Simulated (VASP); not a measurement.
A run of VASP 6.6.1 is set up as follows.

The input INCAR:

```
PREC = Accurate
ENCUT = 520
EDIFF = 1E-6
ISMEAR = -1
SIGMA = 0.05
LREAL = False
LASPH = True
NELM = 80
ALGO = Normal
ISIF = 2
LWAVE = False
LCHARG = False
GGA = B5
ALDAX = 1.0
AGGAX = 1.0
AGGAC = 1.0
ALDAC = 0.0
IVDW = 12
VDW_S6 = 1.0
VDW_S8 = 2.6996
VDW_A1 = 0.4298
VDW_A2 = 4.2359
NBANDS = 28
```

Contents of KPOINTS:

```
Automatic mesh
0
Gamma
  6 6 6
```

POSCAR

```
BaZrO3
1.0
    4.2140573309      0.0000000000      0.0000000000
    0.0000000000      4.2140573309      0.0000000000
    0.0000000000      0.0000000000      4.2140573309
Ba Zr O
1 1 3
Direct
    0.0000000000      0.0000000000      0.0000000000
    0.5000000000      0.5000000000      0.5000000000
    0.5000000000      0.5000000000      0.0000000000
    0.5000000000      0.0000000000      0.5000000000
    0.0000000000      0.5000000000      0.5000000000
```

Potentials or basis: VASP PAW PBE potentials, release 64 (Ba_sv, Zr_sv, O).

Launch:

```console
$ cat potpaw_PBE.64/Ba_sv/POTCAR potpaw_PBE.64/Zr_sv/POTCAR potpaw_PBE.64/O/POTCAR > POTCAR
$ mpirun -np 1 vasp_std > vasp.out
```

Q: What does it give for the dispersion energy per atom?

A: -0.567 eV.

Q: Estimate the pressure.

A: 1.2 GPa.

Q: What does it give for the band gap on the k mesh?

A: 3.24 eV, indirect (least direct gap 3.47 eV).

Caveat: the PAW data sets were made with another functional, which shifts forces and pressure a little; spin-orbit coupling is left out, which moves the levels of the heavy elements. A hybrid or GW would open this gap; BLYP tends to underestimate it.
